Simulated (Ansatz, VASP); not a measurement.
**GaN: VASP beside Ansatz**

```xyz
4
Lattice="3.1828 0.0000 0.0000 -1.5914 2.7564 0.0000 0.0000 0.0000 5.1857" Properties=species:S:1:pos:R:3 pbc="T T T"
Ga    0.0000    1.8376   -0.2869
Ga    1.5914    0.9188    2.3059
N     0.0000    1.8376    2.2419
N     1.5914    0.9188    4.8348
```

Change from the starting cell: polar distortion scaled by 0.10.

Alike in both runs: task single point; functional PBEsol; k mesh 12 × 12 × 6; no spin polarisation.

|  | VASP | Ansatz |
| --- | --- | --- |
| version | VASP 6.6.1 | Ansatz 0.2.0 |
| potentials or method | VASP PAW PBE potentials, release 64 (Ga_d, N), cutoff 520 eV | scalar-relativistic, plane waves, PAW |
| occupations | gaussian, width 0.01 eV | fixed |
| valence electrons in the cell | 36 | 36 |

VASP gave:

```
gap on the k mesh at the Fermi level (eV)                     : 1.90
least direct gap on the mesh (eV)                             : 1.91
pressure (GPa)                                                : 9.5
traceless stress, the component that is largest in VASP (GPa) : -11.31
rms of the force components (eV/Å)                            : 0.194
```

**Question.** Which values does Ansatz return?

**Answer.** gap on the k mesh at the Fermi level (eV): 1.89; least direct gap on the mesh (eV): 1.89; pressure (GPa): 9.9; traceless stress, the component that is largest in VASP (GPa): -11.85; rms of the force components (eV/Å): 0.197.

VASP's potentials were made for PBE, not for PBEsol, and Ansatz warns of the same on its side. Atom by atom the forces differ by 0.003 eV/Å (rms over components).
